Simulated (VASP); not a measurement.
# TiSi2 (P6/mmm) in VASP: a series of runs

TiSi2 is run at these levels: r2SCAN-based global hybrid with 50 % exact exchange, r2SCAN0; tasks: single point.

Everything below comes from runs of VASP 6.6.1. Logs are shortened: lines on timing, memory, paths and dates and some standing lists are left out, and cuts for length are marked.

## (1) The cell of the first run

Symmetry: P6/mmm, No. 191, hexagonal system. The conventional cell has a = 4.375 Å, b = 4.375 Å, c = 2.561 Å, α = 90.00°, β = 90.00°, γ = 120.00°. Ti (site symmetry 6/mmm) has 2 Ti at 2.56 Å and 12 Si at 2.83 Å within 3.4 Å. Within 3.3 Å of Si (site symmetry -6m2) lie 5 Si at 2.53 to 2.56 Å and 6 Ti at 2.83 Å.

## (2) Single point, r2SCAN-based global hybrid with 50 % exact exchange

POSCAR

```
TiSi2
1.0
    4.3746400000      0.0000000000      0.0000000000
   -2.1873200000      3.7885500000      0.0000000000
    0.0000000000      0.0000000000      2.5610100000
Ti Si
1 2
Direct
    0.0000000000      0.0000000000      0.0000000000
    0.3333300000      0.6666700000      0.5000000000
    0.6666700000      0.3333300000      0.5000000000
```

INCAR.step1

```
ALGO = Normal
EDIFF = 1E-5
ENCUT = 520
GGA = PE
ISIF = 2
ISMEAR = -1
LASPH = T
LCHARG = F
LREAL = F
LWAVE = T
NBANDS = 17
NELM = 100
PREC = Accurate
SIGMA = 0.05
```

INCAR.step2

```
AEXX = 0.5
ALGO = Normal
EDIFF = 1E-6
ENCUT = 520
ISIF = 2
ISMEAR = -1
ISTART = 1
LASPH = T
LCHARG = F
LHFCALC = T
LMIXTAU = T
LREAL = F
LWAVE = F
METAGGA = R2SCAN
NBANDS = 17
NELM = 100
PREC = Accurate
PRECFOCK = Normal
SIGMA = 0.05
```

KPOINTS

```
k-points
0
Gamma
  4 4 6
```

Potentials or basis: VASP PAW PBE potentials, release 64 (Ti_sv, Si).

The run is started by

```sh
$ cat potpaw_PBE.64/Ti_sv/POTCAR potpaw_PBE.64/Si/POTCAR > POTCAR
$ cp INCAR.step1 INCAR
$ mpirun -np 1 vasp_std > vasp.out
$ cp INCAR.step2 INCAR
$ mpirun -np 1 vasp_std > vasp.out
```

OUTCAR:

```text
AEXX = 0.5
   EDIFF = 1E-6
   ENCUT = 520
   ISIF = 2
   ISMEAR = -1
   ISTART = 1
   LASPH = T
   LHFCALC = T
   LREAL = F
   METAGGA = R2SCAN
   NELM = 100
   PREC = Accurate
   PRECFOCK = Normal

 ion  position               nearest neighbor table
   1  0.000  0.000  0.000-   2 2.83   3 2.83   2 2.83   3 2.83   3 2.83   3 2.83   2 2.83   2 2.83
                             3 2.83   3 2.83   2 2.83   2 2.83
   2  0.333  0.667  0.500-   3 2.53   3 2.53   3 2.53   1 2.83   1 2.83   1 2.83   1 2.83   1 2.83
                             1 2.83
   3  0.667  0.333  0.500-   2 2.53   2 2.53   2 2.53   1 2.83   1 2.83   1 2.83   1 2.83   1 2.83
                             1 2.83

  LATTYP: Found a hexagonal cell.
 ALAT       =     4.3746400000
 C/A-ratio  =     0.5854218861

  Lattice vectors:

 A1 = (   4.3746400000,   0.0000000000,   0.0000000000)
 A2 = (  -2.1873200000,   3.7885500000,   0.0000000000)
 A3 = (   0.0000000000,   0.0000000000,   2.5610100000)

Analysis of symmetry for initial positions (statically):
=====================================================================
 Subroutine PRICEL returns:
 Original cell was already a primitive cell.

 Routine SETGRP: Setting up the symmetry group for a
 hexagonal supercell.

 Subroutine GETGRP returns: Found  8 space group operations
 (whereof  8 operations were pure point group operations)
 out of a pool of 24 trial point group operations.

The static configuration has the point symmetry D_2h.

Analysis of symmetry for dynamics (positions and initial velocities):
=====================================================================
 Subroutine PRICEL returns:
 Original cell was already a primitive cell.

 Routine SETGRP: Setting up the symmetry group for a
 hexagonal supercell.

 Subroutine GETGRP returns: Found  8 space group operations
 (whereof  8 operations were pure point group operations)
 out of a pool of 24 trial point group operations.

The dynamic configuration has the point symmetry D_2h.

 Subroutine INISYM returns: Found  8 space group operations
 (whereof  8 operations are pure point group operations),
 and found     1 'primitive' translations

----------------------------------------------------------------------------------------

                                     Primitive cell

  volume of cell :      42.4450

  direct lattice vectors                    reciprocal lattice vectors
     4.374640000  0.000000000  0.000000000     0.228590238  0.131976614  0.000000000
[... 97 lines left out ...]
   TEBEG  =    0.0;   TEEND  =   0.0 temperature during run
   PSTRESS=    0.0 pullay stress
   NELECT =      20.0000    total number of electrons
   NUPDOWN=      -1.0000    fix difference up-down
   EMIN   =  10.00;   EMAX   =-10.00  energy-range for DOS
   EFERMI =   0.00;   METHOD = LEGACY
   ISMEAR =    -1;   SIGMA  =   0.05  broadening in eV -4-tet -1-fermi 0-gaus
   EFERMI_NEDOS =   21; number of points for ismear=-14 and -15
   IALGO  =     38    algorithm
   IMIX   =      1    mixing-type and parameters
     AMIX     =   0.40;   BMIX     =  1.00
     AMIX_MAG =   1.60;   BMIX_MAG =  1.00
  volume/ion in A,a.u.               =      14.15        95.48
  Fermi-wavevector in a.u.,A,eV,Ry     =   1.273921  2.407362 22.080564  1.622876
  Thomas-Fermi vector in A             =   2.406718
   LORBIT       =      0    0 simple, 1 ext, 2 COOP (PROOUT), +10 PAW based schemes
   METAGGA = R2SCAN    functional components
   LHFCALC =     T    Hartree Fock is set to
   PRECFOCK=normal    Normal, Fast or Accurate (Low or Medium for compatibility)
   ENCUT4O =  -1.0   cutoff for four orbital integrals eV
   NKREDX  =     1    reduce k-point grid by
   NKREDY  =     1    reduce k-point grid by
   NKREDZ  =     1    reduce k-point grid by
   AEXX    =    0.5000 exact exchange contribution
   HFSCREEN=    0.0000 screening length (either q_TF or 0.3 A-1)
   HFSCREENC=   0.0000 screening length for correlation (either q_TF or 0.3 A-1)
   ENCUTFOCK=  -1.0 apply spherical cutoff to Coloumb kernel
   IVDW    =     0    specifies the selected vdW correction
   LEPSILON=     F    determine dielectric tensor
   LRPA    =     F    only Hartree local field effects (RPA)
 non-spin polarized calculation
  energy-cutoff  :      520.00
  volume of cell :       42.45
 maximum number of plane-waves:      1152
 NGX is ok and might be reduce to    36
  NGX = 28; NGY = 28; NGZ = 16

 number of electron      20.0000001 magnetization

 Free energy of the ion-electron system (eV)
  ---------------------------------------------------
  ext. energy  EPLUGINS =         0.00000000
  ---------------------------------------------------
  free energy    TOTEN  =       -36.39362936 eV

  energy without entropy =      -36.39128478  energy(sigma->0) =      -36.39245707

 E-fermi :  10.4089     XC(G=0):  -6.8223

 val. band max:       10.3539739024   @ k =   0.5000  -0.0000   0.3333
 cond. band min:      11.3137732758   @ k =   0.5000   0.5000   0.3333
 fundamental gap:      0.9597993734
 Fermi energy:        10.4089125158

 k-point     1 :       0.0000    0.0000    0.0000
  band No.  band energies     occupation
      1     -57.2651      2.00000
      2     -30.0238      2.00000
      3     -30.0221      2.00000
      4     -29.1233      2.00000
      5      -7.0851      2.00000
      6       2.8198      2.00000
[... 457 lines left out ...]
      4     -29.8207      2.00000
      5      -0.5704      2.00000
      6       1.3390      2.00000
[... 9 lines left out ...]
     16      16.8801      0.00000
     17      17.8278      0.00000

 [... further k-points ...]

------------------------ aborting loop because EDIFF is reached ----------------------------------------

  FORCE on cell =-STRESS in cart. coord.  units (eV):
  Direction    XX          YY          ZZ          XY          YZ          ZX
  --------------------------------------------------------------------------------------
  -------------------------------------------------------------------------------------
  Total        0.3101530      0.2388273     -5.2976980     -0.0617700      0.0000000      0.0000000
  in kB       11.7073862      9.0150445   -199.9729089     -2.3316393      0.0000000      0.0000000
  external PRESSURE =     -59.7501594 kB  Pullay stress =       0.0000000 kB

 VOLUME and BASIS-vectors are now :
 -----------------------------------------------------------------------------
  energy-cutoff  :      520.00
  volume of cell :       42.45
      direct lattice vectors                 reciprocal lattice vectors
     4.374640000  0.000000000  0.000000000     0.228590238  0.131976614  0.000000000
    -2.187320000  3.788550000  0.000000000     0.000000000  0.263953227  0.000000000
     0.000000000  0.000000000  2.561010000     0.000000000  0.000000000  0.390470947

 POSITION                                       TOTAL-FORCE (eV/Angst)
 -----------------------------------------------------------------------------------
      0.00000      0.00000      0.00000         0.000000      0.000000      0.000000
     -0.00002      2.52571      1.28051        -0.034455      0.019893      0.000000
      2.18734      1.26284      1.28051         0.034455     -0.019893     -0.000000
 -----------------------------------------------------------------------------------
    total drift:                                0.000000     -0.000000      0.000000

  FREE ENERGIE OF THE ION-ELECTRON SYSTEM (eV)
  ---------------------------------------------------
  free  energy   TOTEN  =       -36.3936293580 eV

  energy  without entropy=      -36.3912847830  energy(sigma->0) =      -36.39245707
```

OSZICAR.step1:

```text
N       E                     dE             d eps       ncg     rms          rms(c)
DAV:   1     0.132992661374E+03    0.13299E+03   -0.95523E+03   952   0.121E+03
DAV:   2    -0.119191796269E+02   -0.14491E+03   -0.14145E+03   955   0.318E+02
DAV:   3    -0.207766418101E+02   -0.88575E+01   -0.86079E+01  1474   0.717E+01
DAV:   4    -0.210432150873E+02   -0.26657E+00   -0.26555E+00  1150   0.109E+01
DAV:   5    -0.210538325789E+02   -0.10617E-01   -0.10614E-01  1425   0.201E+00    0.117E+01
DAV:   6    -0.201087207848E+02    0.94511E+00   -0.17555E+01  1237   0.324E+01    0.604E+00
DAV:   7    -0.194499664447E+02    0.65875E+00   -0.45886E+00  1217   0.166E+01    0.369E+00
DAV:   8    -0.194241254288E+02    0.25841E-01   -0.50462E-01  1105   0.625E+00    0.128E+00
DAV:   9    -0.194088244629E+02    0.15301E-01   -0.13437E-01  1105   0.340E+00    0.353E-01
DAV:  10    -0.194080835440E+02    0.74092E-03   -0.55258E-03  1186   0.533E-01    0.191E-01
DAV:  11    -0.194081701712E+02   -0.86627E-04   -0.71608E-04  1299   0.191E-01    0.610E-02
DAV:  12    -0.194081685642E+02    0.16071E-05   -0.13558E-04  1267   0.766E-02    0.173E-02
DAV:  13    -0.194081601243E+02    0.84399E-05   -0.28986E-05   911   0.440E-02
   1 F= -.19408160E+02 E0= -.19397341E+02  d E =-.216377E-01
```

Run time: 75 min. Hardware: 1 thread of Intel Xeon Platinum 8259CL at 2.50GHz (Skylake/Cascade Lake), shared host; peak memory 0.2 GiB.

Results:

```yaml
Free_energy: -36.3936 eV
Pressure: -6.0 GPa
Largest_force: 0.040 eV/Å
Band_gap_on_the_k_mesh: zero (bands 10 and 11 overlap by 5.29 eV)
```

Forces in eV/Å, atoms in the order of the input:
```
Ti   0.000  0.000  0.000
Si  -0.034  0.020  0.000
Si   0.034 -0.020  0.000
```

Stress tensor (GPa, compression positive):
```
  1.17  -0.23   0.00
 -0.23   0.90   0.00
  0.00   0.00 -20.00
```

Caveat: the k points lie up to 0.41 Å⁻¹ apart, too coarse for converged energies and pressures of a metal; the PAW data sets were made with another functional, which shifts forces and pressure a little.

## (3) Single point, r2SCAN0

POSCAR is that of step 2.

INCAR.step1

```
PREC = Accurate
ENCUT = 520
EDIFF = 1E-5
ISMEAR = -1
SIGMA = 0.05
LREAL = False
LASPH = True
NELM = 60
ALGO = Normal
ISIF = 2
LWAVE = True
LCHARG = False
NBANDS = 17
GGA = PE
```

INCAR.step2

```
PREC = Accurate
ENCUT = 520
EDIFF = 1E-7
ISMEAR = -1
SIGMA = 0.05
LREAL = False
LASPH = True
NELM = 60
ALGO = Normal
ISIF = 2
LWAVE = False
LCHARG = False
METAGGA = R2SCAN
LHFCALC = True
AEXX = 0.25
LMIXTAU = True
PRECFOCK = Normal
NBANDS = 17
ISTART = 1
```

KPOINTS

```
regular mesh
0
Gamma
  4 4 6
```

Potentials or basis: VASP PAW PBE potentials, release 64 (Ti_sv, Si).

The run is started by

```sh
$ cat potpaw_PBE.64/Ti_sv/POTCAR potpaw_PBE.64/Si/POTCAR > POTCAR
$ cp INCAR.step1 INCAR
$ mpirun -np 1 vasp_std > vasp.out
$ cp INCAR.step2 INCAR
$ mpirun -np 1 vasp_std > vasp.out
```

Wall time 72 min (1 thread of Intel Xeon 8259CL, shared host); peak memory 0.2 GiB.

Results (log left out):

- Free energy: -33.6400 eV
- Pressure: -3.5 GPa
- Largest force: 0.036 eV/Å
- Band gap on the k mesh: zero (bands 10 and 11 overlap by 4.28 eV)

Forces on the atoms (eV/Å):
```
Ti   0.000  0.000  0.000
Si  -0.031  0.018  0.000
Si   0.031 -0.018  0.000
```

Stress tensor (GPa, compression positive):
```
  2.42  -0.24   0.00
 -0.24   2.14   0.00
  0.00   0.00 -14.93
```

Levels at points of the mesh, in eV from the Fermi level:
```csv
k point,band 8,band 9,band 10,band 11,band 12,band 13
"(0.00, 0.00, 0.00)",-6.24,-2.76,-1.80,-1.80,4.73,4.73
"(0.50, 0.00, 0.00)",-5.40,-1.67,-0.95,3.78,4.33,4.52
"(0.50, 0.50, 0.00)",-5.39,-1.67,-0.95,3.79,4.33,4.51
"(0.00, 0.00, 0.50)",-2.76,-1.29,-1.22,-1.21,0.45,0.45
"(0.50, 0.00, 0.50)",-5.66,-4.68,1.80,1.88,2.47,3.06
"(0.50, 0.50, 0.50)",-5.65,-4.68,1.82,1.91,2.47,3.06
```

Caveat: the k points lie up to 0.41 Å⁻¹ apart, too coarse for converged energies and pressures of a metal; the PAW data sets were made with another functional, which shifts forces and pressure a little.

The gap in the log of VASP goes by the Fermi energy; the results here count the filled bands.